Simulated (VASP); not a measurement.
# Pt (P6_3/mmc) in VASP: a series of runs, part 2 of 2

VASP 6.6.1.

## 4. Single point, PBEsol

This run uses another cell than the first one, of 16.76 Å³/atom, 1.039 times its volume.

Contents of INCAR:

```
SYSTEM = Pt
PREC     = Accurate       ! precision mode
ENCUT    = 520            ! plane-wave cutoff, eV
EDIFF    = 1E-6           ! SCF threshold, eV
ISMEAR   = 1              ! smearing method
SIGMA    = 0.1            ! smearing width, eV
LREAL    = .False.        ! projectors in reciprocal space
LASPH    = .True.         ! aspherical terms in the spheres
NELM     = 100            ! most SCF steps
ALGO     = Normal         ! electronic algorithm
ISIF     = 2              ! what is computed and relaxed
LWAVE    = .False.        ! write WAVECAR
LCHARG   = .False.        ! write CHGCAR
GGA      = PS             ! functional
NBANDS   = 17             ! bands
```

Contents of KPOINTS:

```
Automatic mesh
0
Gamma
  12 12 6
  0 0 0
```

Contents of POSCAR:

```
Pt
1.0
    2.8148104520      0.0000000000      0.0000000000
   -1.4074052260      2.4376974731      0.0000000000
    0.0000000000      0.0000000000      4.8861212732
Pt
2
Direct
    0.6666666667      0.3333333333      0.7500000000
    0.3333333333      0.6666666667      0.2500000000
```

Potentials or basis: VASP PAW PBE potentials, release 64 (Pt).

The run is started by

```bash
$ cat potpaw_PBE.64/Pt/POTCAR > POTCAR
$ mpirun -np 1 vasp_std > vasp.out
```

OUTCAR:

```text
SYSTEM = Pt
   PREC = Accurate
   ENCUT = 520
   EDIFF = 1E-6
   ISMEAR = 1
   LREAL = .False.
   LASPH = .True.
   NELM = 100
   ISIF = 2
   GGA = PS

 ion  position               nearest neighbor table
   1  0.667  0.333  0.750-   2 2.93   2 2.93   2 2.93   2 2.93   2 2.93   2 2.93
   2  0.333  0.667  0.250-   1 2.93   1 2.93   1 2.93   1 2.93   1 2.93   1 2.93

  LATTYP: Found a hexagonal cell.
 ALAT       =     2.8148104520
 C/A-ratio  =     1.7358615639

  Lattice vectors:

 A1 = (   2.8148104520,   0.0000000000,   0.0000000000)
 A2 = (  -1.4074052260,   2.4376974731,   0.0000000000)
 A3 = (   0.0000000000,   0.0000000000,   4.8861212732)

Analysis of symmetry for initial positions (statically):
=====================================================================
 Subroutine PRICEL returns:
 Original cell was already a primitive cell.

 Routine SETGRP: Setting up the symmetry group for a
 hexagonal supercell.

 Subroutine GETGRP returns: Found 24 space group operations
 (whereof 12 operations were pure point group operations)
 out of a pool of 24 trial point group operations.

The static configuration has the point symmetry D_3d.
 The point group associated with its full space group is D_6h.

Analysis of symmetry for dynamics (positions and initial velocities):
=====================================================================
 Subroutine PRICEL returns:
 Original cell was already a primitive cell.

 Routine SETGRP: Setting up the symmetry group for a
 hexagonal supercell.

 Subroutine GETGRP returns: Found 24 space group operations
 (whereof 12 operations were pure point group operations)
 out of a pool of 24 trial point group operations.

The dynamic configuration has the point symmetry D_3d.
 The point group associated with its full space group is D_6h.

 Subroutine INISYM returns: Found 24 space group operations
 (whereof 12 operations are pure point group operations),
 and found     1 'primitive' translations

----------------------------------------------------------------------------------------

                                     Primitive cell

  volume of cell :      33.5269

  direct lattice vectors                    reciprocal lattice vectors
     2.814810452  0.000000000  0.000000000     0.355263709  0.205111588  0.000000000
    -1.407405226  2.437697473  0.000000000     0.000000000  0.410223176  0.000000000
     0.000000000  0.000000000  4.886121273     0.000000000  0.000000000  0.204661314

  length of vectors
     2.814810452  2.814810551  4.886121273     0.410223191  0.410223176  0.204661314

  position of ions in fractional coordinates (direct lattice)
     0.666666667  0.333333333  0.750000000
     0.333333333  0.666666667  0.250000000

  ion indices of the primitive-cell ions
   primitive index   ion index
                 1           1
                 2           2

----------------------------------------------------------------------------------------

 KPOINTS: Automatic mesh

Automatic generation of k-mesh.
 Grid dimensions read from file:
 generate k-points for:   12   12    6

 Generating k-lattice:

  Cartesian coordinates                     Fractional coordinates (reciprocal lattice)
     0.029605309  0.017092632  0.000000000     0.083333333  0.000000000  0.000000000
     0.000000000  0.034185265  0.000000000     0.000000000  0.083333333  0.000000000
     0.000000000  0.000000000  0.034110219     0.000000000  0.000000000  0.166666667

  Length of vectors
     0.034185266  0.034185265  0.034110219

  Shift w.r.t. Gamma in fractional coordinates (k-lattice)
     0.000000000  0.000000000  0.000000000

 Subroutine IBZKPT returns following result:
 ===========================================

 Found     76 irreducible k-points:

 Following reciprocal coordinates:
            Coordinates               Weight
  0.000000  0.000000  0.000000      1.000000
  0.083333  0.000000  0.000000      6.000000
  0.166667 -0.000000  0.000000      6.000000
  0.250000 -0.000000  0.000000      6.000000
  0.333333  0.000000  0.000000      6.000000
  0.416667 -0.000000  0.000000      6.000000
[... 16 lines left out ...]
  0.250000 -0.000000  0.166667     12.000000
  0.333333  0.000000  0.166667     12.000000
 [... further k-points ...]
   k-points           NKPTS =     76   k-points in BZ     NKDIM =     76   number of bands    NBANDS=     17
   number of dos      NEDOS =    301   number of ions     NIONS =      2
   total plane-waves  NPLWV =  20736
   dimension x,y,z NGX =    24 NGY =   24 NGZ =   36
   dimension x,y,z NGXF=    48 NGYF=   48 NGZF=   72
   ions per type =               2
   NGX,Y,Z   is equivalent  to a cutoff of  14.17, 14.17, 12.25 a.u.
   NGXF,Y,Z  is equivalent  to a cutoff of  28.35, 28.35, 24.50 a.u.
 SYSTEM =  Pt
   PREC   = accura    normal or accurate (medium, high low for compatibility)
   ISTART =      0    job   : 0-new  1-cont  2-samecut
   ICHARG =      2    charge: 1-file 2-atom 10-const
   ISPIN  =      1    spin polarized calculation?
   LNONCOLLINEAR =      F non collinear calculations
   LSORBIT =      F    spin-orbit coupling
   LASPH  =      T    aspherical Exc in radial PAW
   ENCUT  =  520.0 eV  38.22 Ry    6.18 a.u.   5.23  5.23  9.08*2*pi/ulx,y,z
   NELM   =    100;   NELMIN=  2; NELMDL= -5     # of ELM steps
   EDIFF  = 0.1E-05   stopping-criterion for ELM
   LREAL  =      F    real-space projection
   EDIFFG = 0.1E-04   stopping-criterion for IOM
   NSW    =      0    number of steps for IOM
   IBRION =     -1    ionic relax: 0-MD 1-quasi-New 2-CG
   NFREE  =      0    steps in history (QN), initial steepest desc. (CG)
   ISIF   =      2    stress and relaxation
   ISYM   =      2    0-nonsym 1-usesym 2-fastsym
   POTIM  = 0.5000    time-step for ionic-motion
   TEBEG  =    0.0;   TEEND  =   0.0 temperature during run
   PSTRESS=    0.0 pullay stress
   NELECT =      20.0000    total number of electrons
   NUPDOWN=      -1.0000    fix difference up-down
   EMIN   =  10.00;   EMAX   =-10.00  energy-range for DOS
   EFERMI =   0.00;   METHOD = LEGACY
   ISMEAR =     1;   SIGMA  =   0.10  broadening in eV -4-tet -1-fermi 0-gaus
   EFERMI_NEDOS =   21; number of points for ismear=-14 and -15
   IALGO  =     38    algorithm
   IMIX   =      4    mixing-type and parameters
     AMIX     =   0.40;   BMIX     =  1.00
     AMIX_MAG =   1.60;   BMIX_MAG =  1.00
  volume/ion in A,a.u.               =      16.76       113.13
  Fermi-wavevector in a.u.,A,eV,Ry     =   1.378120  2.604270 25.840392  1.899215
  Thomas-Fermi vector in A             =   2.503211
   LORBIT       =      0    0 simple, 1 ext, 2 COOP (PROOUT), +10 PAW based schemes
   GGA     = PS    functional components
   LHFCALC =     F    Hartree Fock is set to
   AEXX    =    0.0000 exact exchange contribution
   IVDW    =     0    specifies the selected vdW correction
   LEPSILON=     F    determine dielectric tensor
   LRPA    =     F    only Hartree local field effects (RPA)
 non-spin polarized calculation
 Methfessel and Paxton  Order N= 1 SIGMA  =   0.10
  energy-cutoff  :      520.00
  volume of cell :       33.53
 maximum number of plane-waves:       920
 NGX is ok and might be reduce to    24
   NGX = 11   NGY = 11   NGZ = 19

 number of electron      19.9999995 magnetization

 Free energy of the ion-electron system (eV)
  ---------------------------------------------------
  ext. energy  EPLUGINS =         0.00000000
  ---------------------------------------------------
  free energy    TOTEN  =       -13.54028900 eV

  energy without entropy =      -13.53929431  energy(sigma->0) =      -13.53995744

 E-fermi :   9.1304     XC(G=0): -13.0041

 val. band max:        9.1292182795   @ k =   0.2500  -0.0000   0.0000
 cond. band min:       9.1391436034   @ k =   0.4167  -0.0000   0.1667
 fundamental gap:      0.0099253238
 Fermi energy:         9.1304189812

 k-point     1 :       0.0000    0.0000    0.0000
  band No.  band energies     occupation
      1       0.0140      2.00000
      2       2.6204      2.00000
      3       5.5677      2.00000
      4       6.0400      2.00000
      5       6.0400      2.00000
      6       6.3685      2.00000
[... 9 lines left out ...]
     16      26.3869      0.00000
     17      29.5202      0.00000
[... 441 lines left out ...]
 k-point    24 :       0.3333    0.0000    0.1667
  band No.  band energies     occupation
      1       2.8135      2.00000
      2       3.7080      2.00000
      3       4.6080      2.00000
      4       5.2552      2.00000
      5       6.1921      2.00000
      6       6.7049      2.00000
[... 9 lines left out ...]
     16      23.1654      0.00000
     17      24.6159      0.00000

 [... further k-points ...]
[... 5 lines left out ...]
  --------------------------------------------------------------------------------------
  -------------------------------------------------------------------------------------
  Total       -4.7736921     -4.7736925     -4.3648235      0.0000000     -0.0000000      0.0000000
  in kB     -228.1244216   -228.1244431   -208.5854767      0.0000000     -0.0000000      0.0000000
  external PRESSURE =    -221.6114471 kB  Pullay stress =       0.0000000 kB

 VOLUME and BASIS-vectors are now :
 -----------------------------------------------------------------------------
  energy-cutoff  :      520.00
  volume of cell :       33.53
      direct lattice vectors                 reciprocal lattice vectors
     2.814810452  0.000000000  0.000000000     0.355263709  0.205111588  0.000000000
    -1.407405226  2.437697473  0.000000000     0.000000000  0.410223176  0.000000000
     0.000000000  0.000000000  4.886121273     0.000000000  0.000000000  0.204661314

 POSITION                                       TOTAL-FORCE (eV/Angst)
 -----------------------------------------------------------------------------------
      1.40741      0.81257      3.66459        -0.000000     -0.000000      0.000000
     -0.00000      1.62513      1.22153         0.000000      0.000000      0.000000
 -----------------------------------------------------------------------------------
    total drift:                               -0.000000      0.000000     -0.000000

  FREE ENERGIE OF THE ION-ELECTRON SYSTEM (eV)
  ---------------------------------------------------
  free  energy   TOTEN  =       -13.5402890042 eV

  energy  without entropy=      -13.5392943089  energy(sigma->0) =      -13.53995744
```

Wall time 20 s (1 thread of Intel Xeon Platinum 8488C (Sapphire Rapids), shared host); peak memory 0.17 GiB.

What came out:

```yaml
Free_energy: -13.5403 eV
Pressure: -22.2 GPa
Band_gap_on_the_k_mesh: zero (band 10 reaches 9.58 eV, above the bottom of band 11 at 8.44 eV)
```

Caveat: the PAW data sets were made with another functional, which shifts forces and pressure a little; spin-orbit coupling is left out, which moves the levels of the heavy elements.

## 5. Summary

| cell | gap on the mesh (eV) | pressure (GPa) |
| --- | --- | --- |
| a = 2.779, b = 2.779, c = 4.824 Å, angles 90.0, 90.0, 120.0°, 2 atoms | none | -15.4 |
| a = 2.797, b = 2.797, c = 4.855 Å, angles 90.0, 90.0, 120.0°, 2 atoms | none | -19.0 |
| a = 2.815, b = 2.815, c = 4.886 Å, angles 90.0, 90.0, 120.0°, 2 atoms | none | -22.2 |

Alike in all rows: task single point; level PBEsol; potentials or basis VASP PAW PBE potentials, release 64 (Pt); no spin polarisation; k mesh 12 × 12 × 6; cutoff (eV) 520; smearing methfessel-paxton 0.1 eV.

Caveats: the PAW data sets were made with another functional, which shifts forces and pressure a little; spin-orbit coupling is left out, which moves the levels of the heavy elements.

Absolute energies hang on the potentials; compare differences alone.
